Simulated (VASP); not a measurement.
Input of a VASP 6.6.1 run:

The input INCAR:

```
SYSTEM = GdO
ALGO = Normal
EDIFF = 1E-6
ENCUT = 520
GGA = PE
ISIF = 2
ISMEAR = 0
ISPIN = 2
IVDW = 12
LASPH = .TRUE.
LCHARG = .FALSE.
LDAU = .TRUE.
LDAUJ = 0 0
LDAUL = 3 -1
LDAUPRINT = 1
LDAUTYPE = 2
LDAUU = 6 0
LMAXMIX = 6
LORBIT = 11
LREAL = .FALSE.
LWAVE = .FALSE.
MAGMOM = 7.72 0.02
NBANDS = 23
NELM = 150
PREC = Accurate
SIGMA = 0.05
```

KPOINTS

```
k-points
0
G
  8 8 8
  0 0 0
```

File POSCAR:

```
GdO
1.0
    0.0000000000      2.6955445929      2.6955445929
    2.6955445929      0.0000000000      2.6955445929
    2.6955445929      2.6955445929      0.0000000000
Gd O
1 1
Direct
    0.0000000000      0.0000000000      0.0000000000
    0.2500000000      0.2500000000      0.2500000000
```

Potentials or basis: VASP PAW PBE potentials, release 64 (Gd, O).

Command:

```sh
$ cat potpaw_PBE.64/Gd/POTCAR potpaw_PBE.64/O/POTCAR > POTCAR
$ mpirun -np 1 vasp_std > vasp.out
```

Problem. Predict the net moment.

Solution. 7.94 μB per cell.

Problem. Estimate the site moments.

Solution. Gd +7.07; O +0.01 μB.

Problem. Estimate the pressure.

Solution. -2.0 GPa.

Problem. Estimate the dispersion energy per atom.

Solution. -0.275 eV.

Eigenvalues of the final occupation matrices:
```tsv
site	spin	trace	eigenvalues
site 1 f	1	6.95	0.99 0.99 0.99 0.99 0.99 0.99 1.00
site 1 f	2	0.03	0.00 0.00 0.00 0.00 0.00 0.00 0.01
```

Caveat: spin-orbit coupling is left out, which moves the levels of the heavy elements; a cell with one magnetic atom can't hold antiferromagnetic order, which such compounds often take; pairwise dispersion overbinds metals, which lowers pressure and volume. The state reached can hang on the start; a lower one may exist.
